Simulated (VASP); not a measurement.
# Cu3N (Pm-3m) in VASP: single point with r2SCAN

Aim: the single point of Cu3N with r2SCAN.

Everything below comes from runs of VASP 6.6.1. Logs are shortened: lines on timing, memory, paths and dates and some standing lists are left out, and cuts for length are marked.

## 1. The cell of the first run

It takes space group Pm-3m (No. 221, cubic). The conventional cell has a = 3.788 Å, b = 3.788 Å, c = 3.788 Å, α = 90.00°, β = 90.00°, γ = 90.00°. Within 2.5 Å of Cu (site symmetry 4/mmm) lie 2 N at 1.89 Å. Within 2.5 Å of N (site symmetry m-3m) lie 6 Cu at 1.89 Å.

## 2. Single point, r2SCAN (13.58 Å³/atom)

The input, POSCAR:

```
Cu3N
1.0
    3.7875717768      0.0000000000      0.0000000000
    0.0000000000      3.7875717768      0.0000000000
    0.0000000000      0.0000000000      3.7875717768
Cu N
3 1
Direct
    0.5000000000      0.0000000000      0.0000000000
    0.0000000000      0.5000000000      0.0000000000
    0.0000000000      0.0000000000      0.5000000000
    0.0000000000      0.0000000000      0.0000000000
```

The input, INCAR.step1:

```
PREC     = Accurate       # precision mode
ENCUT    = 660            # plane-wave cutoff, eV
ISMEAR   = 0              # smearing method
SIGMA    = 0.05           # smearing width, eV
LREAL    = F              # projectors in reciprocal space
LASPH    = T              # aspherical terms in the spheres
NELM     = 120            # most SCF steps
NBANDS   = 27             # bands
GGA      = PE             # functional
ALGO     = Normal         # electronic algorithm
EDIFF    = 1E-5           # SCF threshold, eV
LWAVE    = T              # write WAVECAR
LCHARG   = F              # write CHGCAR
GGA_COMPAT= F
```

The input, INCAR.step2:

```
PREC     = Accurate       # precision mode
ENCUT    = 660            # plane-wave cutoff, eV
EDIFF    = 1E-6           # SCF threshold, eV
ISMEAR   = 0              # smearing method
SIGMA    = 0.05           # smearing width, eV
LREAL    = F              # projectors in reciprocal space
LASPH    = T              # aspherical terms in the spheres
NELM     = 120            # most SCF steps
ALGO     = Normal         # electronic algorithm
ISIF     = 2              # what is computed and relaxed
LWAVE    = F              # write WAVECAR
LCHARG   = F              # write CHGCAR
METAGGA  = R2SCAN         # meta-GGA
LMIXTAU  = T            
NBANDS   = 27             # bands
ISTART   = 1            
GGA_COMPAT= F
```

The input, KPOINTS:

```
regular mesh
0
Gamma
  10 10 10
```

Potentials or basis: VASP PAW PBE potentials, release 64 (Cu, N).

Launch:

```bash
$ cat potpaw_PBE.64/Cu/POTCAR potpaw_PBE.64/N/POTCAR > POTCAR
$ cp INCAR.step1 INCAR
$ mpirun -np 1 vasp_std > vasp.out
$ cp INCAR.step2 INCAR
$ mpirun -np 1 vasp_std > vasp.out
```

OUTCAR:

```text
PREC = Accurate
   ENCUT = 660
   EDIFF = 1E-6
   ISMEAR = 0
   LREAL = F
   LASPH = T
   NELM = 120
   ISIF = 2
   METAGGA = R2SCAN
   ISTART = 1

 ion  position               nearest neighbor table
   1  0.500  0.000  0.000-   4 1.89   4 1.89   2 2.68   3 2.68   2 2.68   2 2.68   3 2.68   3 2.68
                             3 2.68   2 2.68
   2  0.000  0.500  0.000-   4 1.89   4 1.89   1 2.68   3 2.68   1 2.68   3 2.68   3 2.68   3 2.68
                             1 2.68   1 2.68
   3  0.000  0.000  0.500-   4 1.89   4 1.89   1 2.68   1 2.68   2 2.68   2 2.68   2 2.68   2 2.68
                             1 2.68   1 2.68
   4  0.000  0.000  0.000-   1 1.89   2 1.89   3 1.89   3 1.89   2 1.89   1 1.89

  LATTYP: Found a simple cubic cell.
 ALAT       =     3.7875717768

  Lattice vectors:

 A1 = (   3.7875717768,   0.0000000000,   0.0000000000)
 A2 = (   0.0000000000,   3.7875717768,   0.0000000000)
 A3 = (   0.0000000000,   0.0000000000,   3.7875717768)

Analysis of symmetry for initial positions (statically):
=====================================================================
 Subroutine PRICEL returns:
 Original cell was already a primitive cell.

 Routine SETGRP: Setting up the symmetry group for a
 simple cubic supercell.

 Subroutine GETGRP returns: Found 48 space group operations
 (whereof 48 operations were pure point group operations)
 out of a pool of 48 trial point group operations.

The static configuration has the point symmetry O_h .

Analysis of symmetry for dynamics (positions and initial velocities):
=====================================================================
 Subroutine PRICEL returns:
 Original cell was already a primitive cell.

 Routine SETGRP: Setting up the symmetry group for a
 simple cubic supercell.

 Subroutine GETGRP returns: Found 48 space group operations
 (whereof 48 operations were pure point group operations)
 out of a pool of 48 trial point group operations.

The dynamic configuration has the point symmetry O_h .

 Subroutine INISYM returns: Found 48 space group operations
 (whereof 48 operations are pure point group operations),
 and found     1 'primitive' translations

----------------------------------------------------------------------------------------

                                     Primitive cell

  volume of cell :      54.3354

  direct lattice vectors                    reciprocal lattice vectors
     3.787571777  0.000000000  0.000000000     0.264021399  0.000000000  0.000000000
     0.000000000  3.787571777  0.000000000     0.000000000  0.264021399  0.000000000
     0.000000000  0.000000000  3.787571777     0.000000000  0.000000000  0.264021399

  length of vectors
     3.787571777  3.787571777  3.787571777     0.264021399  0.264021399  0.264021399

  position of ions in fractional coordinates (direct lattice)
     0.500000000  0.000000000  0.000000000
     0.000000000  0.500000000  0.000000000
     0.000000000  0.000000000  0.500000000
     0.000000000  0.000000000  0.000000000

  ion indices of the primitive-cell ions
   primitive index   ion index
                 1           1
                 2           2
                 3           3
                 4           4

----------------------------------------------------------------------------------------

 KPOINTS: regular mesh

Automatic generation of k-mesh.
 Grid dimensions read from file:
 generate k-points for:   10   10   10

 Generating k-lattice:

  Cartesian coordinates                     Fractional coordinates (reciprocal lattice)
     0.026402140  0.000000000  0.000000000     0.100000000  0.000000000  0.000000000
     0.000000000  0.026402140  0.000000000     0.000000000  0.100000000  0.000000000
     0.000000000  0.000000000  0.026402140     0.000000000  0.000000000  0.100000000

  Length of vectors
     0.026402140  0.026402140  0.026402140

  Shift w.r.t. Gamma in fractional coordinates (k-lattice)
     0.000000000  0.000000000  0.000000000

 Subroutine IBZKPT returns following result:
 ===========================================

 Found     56 irreducible k-points:

 Following reciprocal coordinates:
            Coordinates               Weight
  0.000000  0.000000  0.000000      1.000000
  0.100000  0.000000  0.000000      6.000000
  0.200000  0.000000  0.000000      6.000000
  0.300000  0.000000  0.000000      6.000000
  0.400000  0.000000  0.000000      6.000000
  0.500000  0.000000  0.000000      3.000000
[... 16 lines left out ...]
  0.200000  0.100000  0.100000     24.000000
  0.300000  0.100000  0.100000     24.000000
 [... further k-points ...]
   k-points           NKPTS =     56   k-points in BZ     NKDIM =     56   number of bands    NBANDS=     27
   number of dos      NEDOS =    301   number of ions     NIONS =      4
   total plane-waves  NPLWV =  32768
   dimension x,y,z NGX =    32 NGY =   32 NGZ =   32
   dimension x,y,z NGXF=    64 NGYF=   64 NGZF=   64
   ions per type =               3   1
   NGX,Y,Z   is equivalent  to a cutoff of  14.05, 14.05, 14.05 a.u.
   NGXF,Y,Z  is equivalent  to a cutoff of  28.09, 28.09, 28.09 a.u.
 SYSTEM =  unknown system
   PREC   = accura    normal or accurate (medium, high low for compatibility)
   ISTART =      1    job   : 0-new  1-cont  2-samecut
   ICHARG =      0    charge: 1-file 2-atom 10-const
   ISPIN  =      1    spin polarized calculation?
   LNONCOLLINEAR =      F non collinear calculations
   LSORBIT =      F    spin-orbit coupling
   LASPH  =      T    aspherical Exc in radial PAW
   ENCUT  =  660.0 eV  48.51 Ry    6.96 a.u.   7.93  7.93  7.93*2*pi/ulx,y,z
   NELM   =    120;   NELMIN=  2; NELMDL=  0     # of ELM steps
   EDIFF  = 0.1E-05   stopping-criterion for ELM
   LREAL  =      F    real-space projection
   EDIFFG = 0.1E-04   stopping-criterion for IOM
   NSW    =      0    number of steps for IOM
   IBRION =     -1    ionic relax: 0-MD 1-quasi-New 2-CG
   NFREE  =      0    steps in history (QN), initial steepest desc. (CG)
   ISIF   =      2    stress and relaxation
   ISYM   =      2    0-nonsym 1-usesym 2-fastsym
   POTIM  = 0.5000    time-step for ionic-motion
   TEBEG  =    0.0;   TEEND  =   0.0 temperature during run
   PSTRESS=    0.0 pullay stress
   NELECT =      38.0000    total number of electrons
   NUPDOWN=      -1.0000    fix difference up-down
   EMIN   =  10.00;   EMAX   =-10.00  energy-range for DOS
   EFERMI =   0.00;   METHOD = LEGACY
   ISMEAR =     0;   SIGMA  =   0.05  broadening in eV -4-tet -1-fermi 0-gaus
   EFERMI_NEDOS =   21; number of points for ismear=-14 and -15
   IALGO  =     38    algorithm
   IMIX   =      4    mixing-type and parameters
     AMIX     =   0.40;   BMIX     =  1.00
     AMIX_MAG =   1.60;   BMIX_MAG =  1.00
  volume/ion in A,a.u.               =      13.58        91.67
  Fermi-wavevector in a.u.,A,eV,Ry     =   1.453143  2.746043 28.730415  2.111626
  Thomas-Fermi vector in A             =   2.570444
   LORBIT       =      0    0 simple, 1 ext, 2 COOP (PROOUT), +10 PAW based schemes
   METAGGA = R2SCAN    functional components
   LHFCALC =     F    Hartree Fock is set to
   AEXX    =    0.0000 exact exchange contribution
   IVDW    =     0    specifies the selected vdW correction
   LEPSILON=     F    determine dielectric tensor
   LRPA    =     F    only Hartree local field effects (RPA)
 non-spin polarized calculation
 Gauss-broadening in eV      SIGMA  =   0.05
  energy-cutoff  :      660.00
  volume of cell :       54.34
 maximum number of plane-waves:      2176
 NGX is ok and might be reduce to    32
   NGX = 15   NGY = 15   NGZ = 15

 number of electron      37.9999971 magnetization

 Free energy of the ion-electron system (eV)
  ---------------------------------------------------
  ext. energy  EPLUGINS =         0.00000000
  ---------------------------------------------------
  free energy    TOTEN  =       -40.71765289 eV

  energy without entropy =      -40.71765257  energy(sigma->0) =      -40.71765273

 E-fermi :   5.1310     XC(G=0): -11.5556

 val. band max:        5.0056296721   @ k =   0.5000   0.5000   0.5000
 cond. band min:       5.2563505042   @ k =   0.5000   0.5000   0.0000
 fundamental gap:      0.2507208321
 Fermi energy:         5.1309875708

 k-point     1 :       0.0000    0.0000    0.0000
  band No.  band energies     occupation
      1     -12.9214      2.00000
      2      -0.4320      2.00000
      3      -0.0305      2.00000
      4      -0.0305      2.00000
      5      -0.0305      2.00000
      6       0.9202      2.00000
[... 19 lines left out ...]
     26      17.9588      0.00000
     27      17.9588      0.00000

 k-point     2 :       0.1000    0.0000    0.0000
  band No.  band energies     occupation
      1     -12.8839      2.00000
      2      -0.6196      2.00000
      3      -0.1537      2.00000
      4      -0.1537      2.00000
      5      -0.1450      2.00000
      6       0.9309      2.00000
[... 19 lines left out ...]
     26      17.3223      0.00000
     27      17.4523      0.00000

 k-point     3 :       0.2000    0.0000    0.0000
  band No.  band energies     occupation
      1     -12.7828      2.00000
      2      -1.3365      2.00000
      3      -0.3897      2.00000
      4      -0.3897      2.00000
      5       0.0171      2.00000
      6       0.9599      2.00000
[... 19 lines left out ...]
     26      16.0457      0.00000
     27      16.5193      0.00000

 k-point     4 :       0.3000    0.0000    0.0000
  band No.  band energies     occupation
      1     -12.6514      2.00000
      2      -2.0882      2.00000
      3      -0.6045      2.00000
      4      -0.6045      2.00000
      5       0.3469      2.00000
      6       0.9973      2.00000
[... 19 lines left out ...]
     26      15.1218      0.00000
     27      15.6666      0.00000
[... 516 lines left out ...]
      4      -0.5982      2.00000
      5       0.0352      2.00000
      6       1.0687      2.00000
[... 19 lines left out ...]
     26      16.0903      0.00000
     27      16.0903      0.00000

 k-point    23 :       0.2000    0.1000    0.1000
  band No.  band energies     occupation
      1     -12.7073      2.00000
      2      -1.3994      2.00000
      3      -0.8150      2.00000
      4      -0.7725      2.00000
      5       0.2068      2.00000
      6       1.0944      2.00000
[... 19 lines left out ...]
     26      14.9915      0.00000
     27      15.5999      0.00000

 k-point    24 :       0.3000    0.1000    0.1000
  band No.  band energies     occupation
      1     -12.5754      2.00000
      2      -2.1287      2.00000
      3      -0.9535      2.00000
      4      -0.9471      2.00000
      5       0.5078      2.00000
      6       1.1382      2.00000
[... 19 lines left out ...]
     26      14.7933      0.00000
     27      15.8998      0.00000

 [... further k-points ...]
[... 5 lines left out ...]
  --------------------------------------------------------------------------------------
  -------------------------------------------------------------------------------------
  Total        0.2116911      0.2116911      0.2116911      0.0000000      0.0000000     -0.0000000
  in kB        6.2420982      6.2420982      6.2420982      0.0000000      0.0000000     -0.0000000
  external PRESSURE =       6.2420982 kB  Pullay stress =       0.0000000 kB

 VOLUME and BASIS-vectors are now :
 -----------------------------------------------------------------------------
  energy-cutoff  :      660.00
  volume of cell :       54.34
      direct lattice vectors                 reciprocal lattice vectors
     3.787571777  0.000000000  0.000000000     0.264021399  0.000000000  0.000000000
     0.000000000  3.787571777  0.000000000     0.000000000  0.264021399  0.000000000
     0.000000000  0.000000000  3.787571777     0.000000000  0.000000000  0.264021399

 POSITION                                       TOTAL-FORCE (eV/Angst)
 -----------------------------------------------------------------------------------
      1.89379      0.00000      0.00000         0.000000      0.000000      0.000000
      0.00000      1.89379      0.00000         0.000000      0.000000      0.000000
      0.00000      0.00000      1.89379         0.000000      0.000000      0.000000
      0.00000      0.00000      0.00000         0.000000      0.000000      0.000000
 -----------------------------------------------------------------------------------
    total drift:                                0.000000      0.000000     -0.000000

  FREE ENERGIE OF THE ION-ELECTRON SYSTEM (eV)
  ---------------------------------------------------
  free  energy   TOTEN  =       -40.7176528871 eV

  energy  without entropy=      -40.7176525700  energy(sigma->0) =      -40.71765273
```

Run time: 3.8 min. Hardware: 1 thread of Intel Xeon Platinum 8375C at 2.90GHz (Ice Lake), shared host; peak memory 0.24 GiB.

Results:

- Free energy: -40.7177 eV
- Pressure: 0.6 GPa
- Band gap on the k mesh: 0.25 eV (least direct gap 0.84 eV)

Levels at points of the mesh, in eV from the valence-band top:
```csv
k point,band 15,band 16,band 17,band 18,band 19,band 20,band 21,band 22,band 23,band 24
"(0.00, 0.00, 0.00)",-2.52,-1.99,-1.99,-1.99,-1.91,1.20,5.73,5.73,7.04,7.04
"(0.50, 0.00, 0.00)",-2.51,-2.32,-1.99,-1.52,-1.52,1.86,3.57,7.39,7.60,7.60
"(0.50, 0.50, 0.00)",-2.46,-2.29,-1.14,-1.14,-0.75,0.25,4.03,5.19,5.19,8.66
"(0.50, 0.50, 0.50)",-2.02,-2.02,0.00,0.00,0.00,0.94,0.94,0.94,6.34,8.71
```

Caveat: the PAW data sets were made with another functional, which shifts forces and pressure a little.
